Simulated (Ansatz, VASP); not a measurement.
One calculation of SiC, two programs

POSCAR

```
SiC
1.0
    3.0760000000      0.0000000000      0.0000000000
   -1.5380000000      2.6638941420      0.0000000000
    0.0000000000      0.0000000000      5.0480000000
Si C
2 2
Direct
    0.6666666667      0.3333333333      0.5000000000
    0.3333333333      0.6666666667      0.0000000000
    0.6666666667      0.3333333333      0.8850000000
    0.3333333333      0.6666666667      0.3850000000
```

Contents of INCAR.step1:

```
ALGO     = Normal         # electronic algorithm
EDIFF    = 1E-5           # SCF threshold, eV
ENCUT    = 600            # plane-wave cutoff, eV
GGA      = PE             # functional
ISMEAR   = -1             # smearing method
LASPH    = True           # aspherical terms in the spheres
LCHARG   = False          # write CHGCAR
LREAL    = False          # projectors in reciprocal space
LWAVE    = True           # write WAVECAR
NBANDS   = 16             # bands
NELM     = 100            # most SCF steps
PREC     = Accurate       # precision mode
SIGMA    = 0.05           # smearing width, eV
```

The input INCAR.step2:

```
ALGO     = Normal         # electronic algorithm
EDIFF    = 1E-7           # SCF threshold, eV
EDIFFG   = -0.01          # ionic threshold
ENCUT    = 600            # plane-wave cutoff, eV
GGA      = PE             # functional
HFSCREEN = 0.2079         # screening, 1/A
IBRION   = 2              # ionic algorithm
ISIF     = 3              # what is computed and relaxed
ISMEAR   = -1             # smearing method
ISTART   = 1            
LASPH    = True           # aspherical terms in the spheres
LCHARG   = False          # write CHGCAR
LHFCALC  = True           # exact exchange
LREAL    = False          # projectors in reciprocal space
LWAVE    = False          # write WAVECAR
NELM     = 100            # most SCF steps
NSW      = 60             # ionic steps
PREC     = Accurate       # precision mode
PRECFOCK = Normal       
SIGMA    = 0.05           # smearing width, eV
```

File KPOINTS:

```
k-points
0
Gamma
  5 5 3
```

Contents of input.yaml:

```yaml
crystal:
  lattice:
    - [3.076, 0.0, 0.0]
    - [-1.538, 2.663894142, 0.0]
    - [0.0, 0.0, 5.048]
  atoms:
    - { symbol: Si, position: [0.6666666667, 0.3333333333, 0.5] }
    - { symbol: Si, position: [0.3333333333, 0.6666666667, 0.0] }
    - { symbol: C, position: [0.6666666667, 0.3333333333, 0.885] }
    - { symbol: C, position: [0.3333333333, 0.6666666667, 0.385] }
hamiltonian:
  xc: hse06
  pseudopotentials: { kind: paw }
kpoints:
  mp_grid: { grid: [5, 5, 3] }
scf:
  occupations: { method: fermi_dirac, width: 0.05 }
output:
  forces: true
  stress: true
relax:
  f_tol: 0.01
  max_steps: 40
  cell: { stress_tol: 0.05 }
```

Alike in both runs: task relaxation of cell and atoms; functional HSE06; k mesh 5 × 5 × 3; occupations fermi-dirac, width 0.05 eV; no spin polarisation.

|  | VASP | Ansatz |
| --- | --- | --- |
| version | VASP 6.6.1 | Ansatz 0.2.0 |
| potentials or method | VASP PAW PBE potentials, release 64 (Si, C) | Ansatz PAW |
| plane-wave cutoff (eV) | 600 | 420 |
| valence electrons in the cell | 16 | 16 |

```tsv
	VASP	Ansatz	Ansatz less VASP
gap on the k mesh at the Fermi level, each at its own relaxed structure (eV)	3.83	3.83	-0.003
relaxed volume (Å³/atom)	10.26	10.29	+0.025
relaxed length of the cell vector where the two differ most in proportion (Å)	5.031	5.035	+0.0042
```

The k mesh is coarse, so the values compare programs but aren't converged. Noted on Ansatz's run: odd divisions of the mesh miss points on the zone boundary, where band edges often lie, so the gap on the mesh can be too wide; the plane-wave basis is chosen anew once the cell has moved, so the energies of steps on either side of that aren't comparable.
